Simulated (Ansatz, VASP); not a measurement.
# Ni in VASP and in Ansatz

```
Ni
1.0
     2.44830    0.00000    0.00000
    -1.22415    2.12029    0.00000
     0.00000    0.00000   23.99610
Ni
5
Direct
  0.33333 0.16667 0.33448
  0.66667 0.83333 0.41667
  0.00000 0.50000 0.50000
  0.33333 0.16667 0.58333
  0.66667 0.83333 0.66552
```

Alike in both runs: functional PBEsol; k mesh 15 × 15 × 1; occupations fermi-dirac, width 0.05 eV; collinear spin.

Ansatz relaxed the structure, and its values are those at the end. VASP's run is a single point on that final structure, the one shown.

|  | VASP | Ansatz |
| --- | --- | --- |
| version | VASP 6.6.1 | Ansatz 0.2.0 |
| potentials or method | VASP PAW PBE potentials, release 64 (Ni), cutoff 520 eV | all-electron LAPW, scalar-relativistic |

VASP gave:

```
net moment per atom (μB)                                      : 0.66
size of the moment on the site where the two differ most (μB) : 0.65
```

Question: Estimate Ansatz's values.

Answer: net moment per atom (μB): 0.67; size of the moment on the site where the two differ most (μB): 0.68.

VASP's potentials were made for PBE, not for PBEsol. Site moments also hang on the region over which each program counts them. Ansatz ran all-electron here, and VASP with PAW potentials.
